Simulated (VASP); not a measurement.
Wanted: the native input for a VASP 6.6.1 run.

```
Task                   : relaxation of cell and atoms
Functional             : PBE
Potentials or basis    : VASP PAW PBE potentials, release 64 (B, Pt)
Cutoff                 : 600 eV
k mesh                 : 6 × 6 × 6
Occupations            : gaussian, width 0.1 eV
Spin                   : no spin polarisation
Dipole correction      : no
Further INCAR settings : ALGO = Normal; EDIFF = 1e-06; IBRION = 2; EDIFFG = -0.04; NSW = 90; ISIF = 3
```

The structure of B5Pt lies in POSCAR:

```
B5Pt
1.0
    0.0000000000      2.9624892500      2.9624892500
    2.9624892500      0.0000000000      2.9624892500
    2.9624892500      2.9624892500      0.0000000000
B Pt
5 1
Direct
    0.3752183100      0.8743450600      0.3752183100
    0.3752183100      0.3752183100      0.3752183100
    0.7500000000      0.7500000000      0.7500000000
    0.8743450600      0.3752183100      0.3752183100
    0.3752183100      0.3752183100      0.8743450600
    0.0000000000      0.0000000000      0.0000000000
```

The cell was built from a structure type or drawn by symmetry, and may not be a known phase.

One way to write it, as run:

INCAR

```
SYSTEM = B5Pt
PREC = Accurate
ENCUT = 600
EDIFF = 1E-6
ISMEAR = 0
SIGMA = 0.1
LREAL = .FALSE.
LASPH = .TRUE.
NELM = 80
ALGO = Normal
ISIF = 3
LWAVE = .FALSE.
LCHARG = .FALSE.
GGA = PE
IBRION = 2
NSW = 90
EDIFFG = -0.04
```

KPOINTS

```
regular mesh
0
G
  6 6 6
  0 0 0
```

Potentials or basis: VASP PAW PBE potentials, release 64 (B, Pt).

Command:

```console
$ cat potpaw_PBE.64/B/POTCAR potpaw_PBE.64/Pt/POTCAR > POTCAR
$ mpirun -np 1 vasp_std > vasp.out
```

It gave:

* Relaxed volume: 8.30 Å³/atom
* Relaxed cell: a = 4.129 Å, b = 4.129 Å, c = 4.129 Å, α = 60.00°, β = 60.00°, γ = 60.00°
* Space group after relaxing (to 0.1 Å): F-43m (No. 216)
* Energy gained by relaxing: 91.6 meV/atom
* Ionic steps: 7
* Pressure after relaxing: -0.1 GPa
* Largest force after relaxing: 0.035 eV/Å
* Band gap on the k mesh: zero (an odd number of electrons rules out a gap without spin polarisation)

Caveat: spin-orbit coupling is left out, which moves the levels of the heavy elements.

Wall time 3 min on 1 thread of Intel Xeon 8259CL (shared host), peak memory 0.22 GiB.
